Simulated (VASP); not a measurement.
Runs of VASP 6.6.1 on Sn3Te. The structure is that of space group Pm-3m (No. 221), or close to it. The cells are those of the table. 

```csv
level,cell,gap on the mesh (eV),pressure (GPa)
PBEsol,"a = 4.783 Å, 4 atoms",none,-0.1
PBEsol,"a = 4.560 Å, 4 atoms",none,10.0
PBEsol,"a = 4.426 Å, 4 atoms",none,(a)
PBE,"a = 4.898 Å, 4 atoms",none,-0.6
PBE,"a = 4.833 Å, 4 atoms",none,(b)
```

Alike in all rows: task single point; potentials or basis VASP PAW PBE potentials, release 64 (Te, Sn_d); no spin polarisation; k mesh 6 × 6 × 6; cutoff (eV) 520; smearing fermi-dirac 0.05 eV.

Question: Fill in the values left out.

Answer: (a) 20.0; (b) 1.2.

Caveats: spin-orbit coupling is left out, which moves the levels of the heavy elements; the PAW data sets were made with another functional, which shifts forces and pressure a little (at least some runs); the cell stands under pressure (at least some runs).

A k mesh can miss the band edges, and the runs leave out spin-orbit coupling on Sn, Te.

A gap of «none» marks levels without a gap at the run's occupations.
